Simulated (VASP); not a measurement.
# C (P-1) in VASP: notebook, part 2 of 2

VASP 6.6.1.

## (3) Single point, PBEsol (mode 1 frozen in at -0.256 Å and mode 5 at -0.341 Å (largest displacements))

Input file INCAR:

```
SYSTEM = C
PREC = Accurate ; ENCUT = 600
EDIFF = 1E-6 ; ISMEAR = 0
SIGMA = 0.15 ; LREAL = .FALSE.
LASPH = .TRUE. ; NELM = 120
ALGO = Normal ; ISIF = 2
LWAVE = .FALSE. ; LCHARG = .FALSE.
GGA = PS ; NBANDS = 16
GGA_COMPAT = .FALSE.
```

Input file KPOINTS:

```
Automatic mesh
0
G
  18 18 6
  0 0 0
```

Input file POSCAR:

```
C
1.0
    1.2294745828     -2.1290849001      0.0000000000
    1.2294745828      2.1290849001      0.0000000000
    0.0000000000      0.0000000000      7.3778161753
C
4
Direct
    0.0047516524      0.7180567693      0.7498448451
    0.6618916536      0.6152999247      0.2501554025
    0.9952483476      0.2819432307      0.2501551549
    0.3381083464      0.3847000753      0.7498445975
```

Potentials or basis: VASP PAW PBE potentials, release 64 (C).

Run with:

```sh
$ cat potpaw_PBE.64/C/POTCAR > POTCAR
$ mpirun -np 1 vasp_std > vasp.out
```

OUTCAR:

```text
SYSTEM = C
   PREC = Accurate
   ENCUT = 600
   EDIFF = 1E-6
   ISMEAR = 0
   LREAL = .FALSE.
   LASPH = .TRUE.
   NELM = 120
   ISIF = 2
   GGA = PS

 ion  position               nearest neighbor table
   1  0.005  0.718  0.750-   4 1.42   4 1.42   4 1.42
   2  0.662  0.615  0.250-   3 1.42   3 1.42   3 1.42
   3  0.995  0.282  0.250-   2 1.42   2 1.42   2 1.42
   4  0.338  0.385  0.750-   1 1.42   1 1.42   1 1.42

  LATTYP: Found a base centered orthorhombic cell.
 ALAT       =     2.4589491656
 B/A-ratio  =     1.7317030623
 C/A-ratio  =     3.0003939400

  Lattice vectors:

 A1 = (   1.2294745828,  -2.1290849001,   0.0000000000)
 A2 = (   1.2294745828,   2.1290849001,   0.0000000000)
 A3 = (   0.0000000000,   0.0000000000,   7.3778161753)

Analysis of symmetry for initial positions (statically):
=====================================================================
 Subroutine PRICEL returns:
 Original cell was already a primitive cell.

 Routine SETGRP: Setting up the symmetry group for a
 base centered orthorhombic supercell.

 Subroutine GETGRP returns: Found  2 space group operations
 (whereof  2 operations were pure point group operations)
 out of a pool of  8 trial point group operations.

The static configuration has the point symmetry S_2 .

Analysis of symmetry for dynamics (positions and initial velocities):
=====================================================================
 Subroutine PRICEL returns:
 Original cell was already a primitive cell.

 Routine SETGRP: Setting up the symmetry group for a
 base centered orthorhombic supercell.

 Subroutine GETGRP returns: Found  2 space group operations
 (whereof  2 operations were pure point group operations)
 out of a pool of  8 trial point group operations.

The dynamic configuration has the point symmetry S_2 .

 Subroutine INISYM returns: Found  2 space group operations
 (whereof  2 operations are pure point group operations),
 and found     1 'primitive' translations

----------------------------------------------------------------------------------------

                                     Primitive cell

  volume of cell :      38.6252

  direct lattice vectors                    reciprocal lattice vectors
     1.229474583 -2.129084900  0.000000000     0.406677785 -0.234842678  0.000000000
     1.229474583  2.129084900  0.000000000     0.406677785  0.234842678  0.000000000
     0.000000000  0.000000000  7.377816175     0.000000000  0.000000000  0.135541463

  length of vectors
     2.458578911  2.458578911  7.377816175     0.469614634  0.469614634  0.135541463

  position of ions in fractional coordinates (direct lattice)
     0.004751652  0.718056769  0.749844845
     0.661891654  0.615299925  0.250155402
     0.995248348  0.281943231  0.250155155
     0.338108346  0.384700075  0.749844598

  ion indices of the primitive-cell ions
   primitive index   ion index
                 1           1
                 2           2
                 3           3
                 4           4

[... 23 lines left out ...]

 Found    976 irreducible k-points:

 Following reciprocal coordinates:
            Coordinates               Weight
  0.000000  0.000000  0.000000      1.000000
  0.055556  0.000000  0.000000      2.000000
  0.000000  0.055556  0.000000      2.000000
  0.111111  0.000000  0.000000      2.000000
  0.000000  0.111111  0.000000      2.000000
  0.166667 -0.000000  0.000000      2.000000
[... 16 lines left out ...]
  0.166667  0.055556  0.000000      2.000000
  0.055556  0.166667  0.000000      2.000000
 [... further k-points ...]
   k-points           NKPTS =    976   k-points in BZ     NKDIM =    976   number of bands    NBANDS=     16
   number of dos      NEDOS =    301   number of ions     NIONS =      4
   total plane-waves  NPLWV =  24000
   dimension x,y,z NGX =    20 NGY =   20 NGZ =   60
   dimension x,y,z NGXF=    40 NGYF=   40 NGZF=  120
   ions per type =               4
   NGX,Y,Z   is equivalent  to a cutoff of  13.52, 13.52, 13.52 a.u.
   NGXF,Y,Z  is equivalent  to a cutoff of  27.05, 27.05, 27.04 a.u.
 SYSTEM =  C
   PREC   = accura    normal or accurate (medium, high low for compatibility)
   ISTART =      0    job   : 0-new  1-cont  2-samecut
   ICHARG =      2    charge: 1-file 2-atom 10-const
   ISPIN  =      1    spin polarized calculation?
   LNONCOLLINEAR =      F non collinear calculations
   LSORBIT =      F    spin-orbit coupling
   LASPH  =      T    aspherical Exc in radial PAW
   ENCUT  =  600.0 eV  44.10 Ry    6.64 a.u.   4.91  4.91 14.74*2*pi/ulx,y,z
   NELM   =    120;   NELMIN=  2; NELMDL= -5     # of ELM steps
   EDIFF  = 0.1E-05   stopping-criterion for ELM
   LREAL  =      F    real-space projection
   EDIFFG = 0.1E-04   stopping-criterion for IOM
   NSW    =      0    number of steps for IOM
   IBRION =     -1    ionic relax: 0-MD 1-quasi-New 2-CG
   NFREE  =      0    steps in history (QN), initial steepest desc. (CG)
   ISIF   =      2    stress and relaxation
   ISYM   =      2    0-nonsym 1-usesym 2-fastsym
   POTIM  = 0.5000    time-step for ionic-motion
   TEBEG  =    0.0;   TEEND  =   0.0 temperature during run
   PSTRESS=    0.0 pullay stress
   NELECT =      16.0000    total number of electrons
   NUPDOWN=      -1.0000    fix difference up-down
   EMIN   =  10.00;   EMAX   =-10.00  energy-range for DOS
   EFERMI =   0.00;   METHOD = LEGACY
   ISMEAR =     0;   SIGMA  =   0.15  broadening in eV -4-tet -1-fermi 0-gaus
   EFERMI_NEDOS =   21; number of points for ismear=-14 and -15
   IALGO  =     38    algorithm
   IMIX   =      4    mixing-type and parameters
     AMIX     =   0.40;   BMIX     =  1.00
     AMIX_MAG =   1.60;   BMIX_MAG =  1.00
  volume/ion in A,a.u.               =       9.66        65.16
  Fermi-wavevector in a.u.,A,eV,Ry     =   1.220370  2.306164 20.263182  1.489302
  Thomas-Fermi vector in A             =   2.355589
   LORBIT       =      0    0 simple, 1 ext, 2 COOP (PROOUT), +10 PAW based schemes
   GGA     = PS    functional components
   LHFCALC =     F    Hartree Fock is set to
   AEXX    =    0.0000 exact exchange contribution
   IVDW    =     0    specifies the selected vdW correction
   LEPSILON=     F    determine dielectric tensor
   LRPA    =     F    only Hartree local field effects (RPA)
 non-spin polarized calculation
 Gauss-broadening in eV      SIGMA  =   0.15
  energy-cutoff  :      600.00
  volume of cell :       38.63
 maximum number of plane-waves:      1326
   NGX =  9   NGY =  9   NGZ = 29

 number of electron      16.0000000 magnetization

 Free energy of the ion-electron system (eV)
  ---------------------------------------------------
  ext. energy  EPLUGINS =         0.00000000
  ---------------------------------------------------
  free energy    TOTEN  =       -38.58237842 eV

  energy without entropy =      -38.58170632  energy(sigma->0) =      -38.58204237

 E-fermi :   3.8568     XC(G=0):  -9.8853

 val. band max:        3.8552346937   @ k =   0.3333   0.3333   0.5000
 cond. band min:       3.8570004535   @ k =   0.3333   0.3333   0.5000
 fundamental gap:      0.0017657597
 Fermi energy:         3.8568135087

 k-point     1 :       0.0000    0.0000    0.0000
  band No.  band energies     occupation
      1     -15.7554      2.00000
      2     -15.6134      2.00000
      3      -4.4230      2.00000
      4      -3.2152      2.00000
      5       0.8638      2.00000
      6       0.8656      2.00000
[... 433 lines left out ...]
      3      -3.2698      2.00000
      4      -2.1626      2.00000
      5      -2.1321      2.00000
      6      -2.1128      2.00000
[... 8 lines left out ...]
     15      15.2963      0.00000
     16      15.3210      0.00000

 [... further k-points ...]

------------------------ aborting loop because EDIFF is reached ----------------------------------------

  FORCE on cell =-STRESS in cart. coord.  units (eV):
  Direction    XX          YY          ZZ          XY          YZ          ZX
  --------------------------------------------------------------------------------------
  -------------------------------------------------------------------------------------
  Total        0.1095911      0.1456175     -0.0147639     -0.0101155     -0.0003037      0.0003385
  in kB        4.5458539      6.0402354     -0.6124091     -0.4195916     -0.0125961      0.0140418
  external PRESSURE =       3.3245601 kB  Pullay stress =       0.0000000 kB

 VOLUME and BASIS-vectors are now :
 -----------------------------------------------------------------------------
  energy-cutoff  :      600.00
  volume of cell :       38.63
      direct lattice vectors                 reciprocal lattice vectors
     1.229474583 -2.129084900  0.000000000     0.406677785 -0.234842678  0.000000000
     1.229474583  2.129084900  0.000000000     0.406677785  0.234842678  0.000000000
     0.000000000  0.000000000  7.377816175     0.000000000  0.000000000  0.135541463

 POSITION                                       TOTAL-FORCE (eV/Angst)
 -----------------------------------------------------------------------------------
      0.88867      1.51869      5.53222         0.004949     -0.008710      0.000172
      1.57027     -0.09920      1.84560        -0.007660      0.002349     -0.000200
      1.57027     -1.51869      1.84560        -0.004949      0.008710     -0.000172
      0.88867      0.09920      5.53222         0.007660     -0.002349      0.000200
 -----------------------------------------------------------------------------------
    total drift:                                0.000000     -0.000000     -0.000000

  FREE ENERGIE OF THE ION-ELECTRON SYSTEM (eV)
  ---------------------------------------------------
  free  energy   TOTEN  =       -38.5823784212 eV

  energy  without entropy=      -38.5817063214  energy(sigma->0) =      -38.58204237
```

OSZICAR:

```text
N       E                     dE             d eps       ncg     rms          rms(c)
DAV:   1     0.420991549447E+02    0.42099E+02   -0.84661E+03 31272   0.102E+03
DAV:   2    -0.376866383680E+02   -0.79786E+02   -0.72166E+02 43320   0.199E+02
DAV:   3    -0.410048511597E+02   -0.33182E+01   -0.32962E+01 42248   0.385E+01
DAV:   4    -0.410352536522E+02   -0.30402E-01   -0.30391E-01 38816   0.440E+00
DAV:   5    -0.410357480062E+02   -0.49435E-03   -0.49432E-03 41176   0.535E-01    0.905E+00
DAV:   6    -0.391777806659E+02    0.18580E+01   -0.12842E+00 37560   0.697E+00    0.524E+00
DAV:   7    -0.385749789559E+02    0.60280E+00   -0.15640E+00 39272   0.782E+00    0.134E+00
DAV:   8    -0.385832422140E+02   -0.82633E-02   -0.70549E-02 38104   0.158E+00    0.251E-01
DAV:   9    -0.385821066039E+02    0.11356E-02   -0.17713E-03 40592   0.285E-01    0.104E-01
DAV:  10    -0.385823797596E+02   -0.27316E-03   -0.90679E-04 34072   0.176E-01    0.732E-02
DAV:  11    -0.385823761745E+02    0.35851E-05   -0.29358E-05 40928   0.347E-02    0.174E-02
DAV:  12    -0.385823782911E+02   -0.21167E-05   -0.23303E-06 35072   0.111E-02    0.261E-03
DAV:  13    -0.385823784212E+02   -0.13010E-06   -0.31816E-07 30600   0.434E-03
   1 F= -.38582378E+02 E0= -.38582042E+02  d E =-.672100E-03
```

Wall time 5.4 min (1 thread of Intel Xeon 6975P-C (Granite Rapids), shared host); peak memory 0.59 GiB.

Results:

* Free energy: -38.5824 eV
* Pressure: 0.3 GPa
* Largest force: 0.010 eV/Å
* Band gap on the k mesh: zero (filled and empty bands touch)

Forces on the atoms (eV/Å):
```
C    0.005 -0.009  0.000
C   -0.008  0.002  0.000
C   -0.005  0.009  0.000
C    0.008 -0.002  0.000
```

Stress tensor (GPa, compression positive):
```
 0.45 -0.04  0.00
-0.04  0.60  0.00
 0.00  0.00 -0.06
```

Levels at points of the mesh, in eV from the Fermi level:
```tsv
k point	band 6	band 7	band 8	band 9	band 10	band 11
(0.00, 0.00, 0.00)	-2.99	-2.99	-2.99	3.43	8.34	8.35
(0.50, 0.00, 0.00)	-6.40	-2.59	-2.21	1.45	1.99	7.36
(0.00, 0.50, 0.00)	-6.41	-2.76	-1.98	1.18	2.18	7.42
(0.50, 0.50, 0.00)	-6.41	-2.68	-2.09	1.31	2.09	7.42
(0.00, 0.00, 0.50)	-2.99	-2.99	-2.99	5.42	5.43	8.35
(0.50, 0.00, 0.50)	-6.41	-2.38	-2.38	1.63	1.63	7.44
(0.00, 0.50, 0.50)	-6.41	-2.38	-2.38	1.63	1.63	7.44
(0.50, 0.50, 0.50)	-6.42	-2.38	-2.38	1.63	1.63	7.43
```

Caveat: the cell differs from its parent crystal (mode 1 frozen in at -0.256 Å and mode 5 at -0.341 Å (largest displacements)); the PAW data sets were made with another functional, which shifts forces and pressure a little.
